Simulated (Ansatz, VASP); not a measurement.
B5O: VASP beside Ansatz

File INCAR:

```
SYSTEM = B5O
ALGO = Normal
EDIFF = 1E-7
EDIFFG = -0.04
ENCUT = 600
GGA = PE
IBRION = 2
ISIF = 3
ISMEAR = 0
ISPIN = 2
LASPH = .TRUE.
LCHARG = .FALSE.
LORBIT = 11
LREAL = .FALSE.
LWAVE = .FALSE.
MAGMOM = 0 0 0 0 0 1
NELM = 150
NSW = 90
PREC = Accurate
SIGMA = 0.1
```

KPOINTS

```
k-points
0
G
  6 6 4
  0 0 0
```

The input POSCAR:

```
B5O
1.0
    2.8661809600      0.0000000000      0.0000000000
   -1.4330904800      2.4821855200      0.0000000000
    0.0000000000      0.0000000000      6.3947715800
B O
5 1
Direct
    0.3333333300      0.6666666700      0.6412483800
    0.3333333300      0.6666666700      0.3587516200
    0.6666666700      0.3333333300      0.3587516200
    0.6666666700      0.3333333300      0.6412483800
    0.0000000000      0.0000000000      0.5000000000
    0.0000000000      0.0000000000      0.0000000000
```

Input for Ansatz:

```yaml
crystal:
  lattice:
    - [2.86618096, 0.0, 0.0]
    - [-1.43309048, 2.48218552, 0.0]
    - [0.0, 0.0, 6.39477158]
  atoms:
    - { symbol: B, position: [0.33333333, 0.66666667, 0.64124838] }
    - { symbol: B, position: [0.33333333, 0.66666667, 0.35875162] }
    - { symbol: B, position: [0.66666667, 0.33333333, 0.35875162] }
    - { symbol: B, position: [0.66666667, 0.33333333, 0.64124838] }
    - { symbol: B, position: [0.0, 0.0, 0.5] }
    - { symbol: O, position: [0.0, 0.0, 0.0], spin: 1.0 }
basis:
  ecutwfc: 420
kpoints:
  mp_grid: { grid: [6, 6, 4] }
hamiltonian:
  xc: pbe
scf:
  occupations: { method: gaussian, width: 0.1 }
  lower_state_search: "off"
output:
  forces: true
  stress: true
  eigenvalues: true
  populations: true
magnetization:
  spin_polarized: true
relax:
  adjacent_minimum: "off"
  f_tol: 0.04
  max_steps: 70
  cell: { stress_tol: 0.4 }
```

Alike in both runs: task relaxation of cell and atoms; functional PBE; k mesh 6 × 6 × 4; occupations gaussian, width 0.1 eV; collinear spin.

|  | VASP | Ansatz |
| --- | --- | --- |
| version | VASP 6.6.1 | Ansatz 0.2.0 |
| potentials or method | VASP PAW PBE potentials, release 64 (B, O), cutoff 600 eV | scalar-relativistic, plane waves, PAW |
| valence electrons in the cell | 21 | 21 |

|  | VASP | Ansatz | Ansatz less VASP |
| --- | --- | --- | --- |
| gap on the k mesh at the Fermi level, each at its own relaxed structure (eV) | none | none | - |
| net moment per atom (μB) | 0.00 | 0.00 | 0.000 |
| relaxed volume (Å³/atom) | 7.13 | 7.13 | +0.001 |
| relaxed length of the cell vector where the two differ most in proportion (Å) | 5.844 | 5.841 | -0.0038 |

A gap of «none» marks a metal or a gap that the smearing closes. Ansatz's warnings: seeded moment not kept.

The k mesh is coarse, so the values compare programs but aren't converged.
